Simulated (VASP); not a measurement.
## F: single point with PBEsol

Crystal: F.

```xyz
4
Lattice="3.1573 -1.8146 -0.2435 3.1573 1.8146 -0.2435 -2.3741 0.0000 7.2670" Properties=species:S:1:pos:R:3 pbc="T T T"
F     0.2747    0.0000    0.7580
F     3.6659    0.0000    6.0220
F     1.7577    0.0000    4.0703
F     2.1829    0.0000    2.7097
```

- Program: VASP 6.6.1
- Task: single point
- Functional: PBEsol
- Potentials or basis: VASP PAW PBE potentials, release 64 (F)
- Cutoff: 520 eV
- k mesh: 4 × 4 × 2
- Occupations: gaussian, width 0.05 eV
- Spin: no spin polarisation

```yaml
Pressure: -5.3 GPa
Largest_force: 3.747 eV/Å
Band_gap_on_the_k_mesh: 1.35 eV, indirect (least direct gap 1.42 eV)
```

Forces in eV/Å, atoms in the order of the input:
```
F   -1.226  0.000 -3.541
F    1.226  0.000  3.541
F    0.220  0.000 -0.484
F   -0.220  0.000  0.484
```

Stress tensor (GPa, compression positive):
```
 -2.35   0.00  -3.62
  0.00  -0.54   0.00
 -3.62   0.00 -12.91
```

Levels at points of the mesh, in eV from the valence-band top:
```csv
k point,band 10,band 11,band 12,band 13,band 14,band 15,band 16,band 17,band 18,band 19
"(0.00, 0.00, 0.00)",-2.05,-0.33,-0.16,-0.09,-0.07,1.35,3.17,8.93,11.38,12.21
"(0.50, 0.00, 0.00)",-2.14,-0.35,-0.31,-0.23,-0.20,1.49,3.17,12.69,12.97,14.31
"(0.50, 0.50, 0.00)",-2.13,-0.39,-0.29,-0.15,0.00,1.44,3.16,13.01,13.14,13.59
"(0.00, 0.00, 0.50)",-2.05,-0.25,-0.18,-0.14,-0.12,1.42,3.10,9.61,9.87,14.82
"(0.50, 0.00, 0.50)",-2.12,-0.46,-0.34,-0.18,-0.04,1.44,3.18,12.67,13.47,13.69
"(0.50, 0.50, 0.50)",-2.15,-0.34,-0.34,-0.16,-0.12,1.50,3.17,12.67,12.77,14.91
```

It took 13 s on 1 thread of Intel(R) Xeon(R) 6975P-C (Granite Rapids) (shared host), peak memory 0.19 GiB.

Caveat: the k points lie up to 0.51 Å⁻¹ apart; the PAW data sets were made with another functional, which shifts forces and pressure a little. A k mesh can miss the band edges.
